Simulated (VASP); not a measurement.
Runs of VASP 6.6.1 on HClF2. The structure is that of space group P6/mmm (No. 191), or close to it. The cells are those of the table. 

```tsv
task	cell	gap on the mesh (eV)	pressure (GPa)	relaxed volume (Å³/atom)
relaxation of shape and atoms at fixed volume	relaxed from a = 3.949, b = 3.949, c = 6.132 Å, angles 90.0, 90.0, 120.0°, 4 atoms	1.37	-0.4	20.71
relaxation of shape and atoms at fixed volume	relaxed from a = 3.751, b = 3.751, c = 5.993 Å, angles 90.0, 90.0, 120.0°, 4 atoms	1.16	-0.1	(b)
relaxation of shape and atoms at fixed volume	relaxed from a = 3.883, b = 3.883, c = 6.113 Å, angles 90.0, 90.0, 120.0°, 4 atoms	(a)	-0.4	(c)
relaxation of cell and atoms	relaxed from a = 3.693, b = 3.693, c = 6.053 Å, angles 90.0, 90.0, 120.0°, 4 atoms	1.11	0.0	17.86
relaxation of shape and atoms at fixed volume	relaxed from a = 3.827, b = 3.827, c = 6.114 Å, angles 90.0, 90.0, 120.0°, 4 atoms	1.26	-0.3	19.39
```

Alike in all rows: level PBE+D3(BJ); potentials or basis VASP PAW PBE potentials, release 64 (H, Cl, F); no spin polarisation; k mesh 12 × 12 × 6; cutoff (eV) 600; smearing gaussian 0.02 eV.

**Question.** Fill in the values left out.

**Answer.** (a) 1.31; (b) 18.26; (c) 19.95.

A k mesh can miss the band edges.
